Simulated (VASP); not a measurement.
MnS:

```xyz
2
Lattice="0.0000 2.4735 2.4735 2.4735 0.0000 2.4735 2.4735 2.4735 0.0000" Properties=species:S:1:pos:R:3 pbc="T T T"
Mn    0.0000    0.0000    0.0000
S     3.7102    3.7102    3.7102
```

Base run:

| Property | Result |
| --- | --- |
| Program | VASP 6.6.1 |
| Functional | r2SCAN |
| Potentials or basis | VASP PAW PBE potentials, release 64 (Mn_pv, S) |
| Cutoff | 520 eV |
| k mesh | 9 × 9 × 9 |
| Occupations | fermi-dirac, width 0.05 eV |
| Spin | collinear spin, ferromagnetic start |
| Starting moments | [4.0, 0.0] μB |
| Hubbard terms | Mn d U = 6.0 eV |

Its results: pressure 68.6 GPa; net moment 4.93 μB per cell; site moments Mn +4.54; S +0.04 μB.

Q: The run is repeated on the same cell with these changes: hubbard terms from Mn d U = 6.0 eV to Mn d U = 1.0 eV. What comes out?

A: Pressure 42.7 GPa; net moment 4.14 μB per cell; site moments Mn +3.84; S +0.01 μB.

Caveats: the cell stands under pressure; the PAW data sets were made with another functional, which shifts forces and pressure a little; a cell with one magnetic atom can't hold antiferromagnetic order, which such compounds often take.
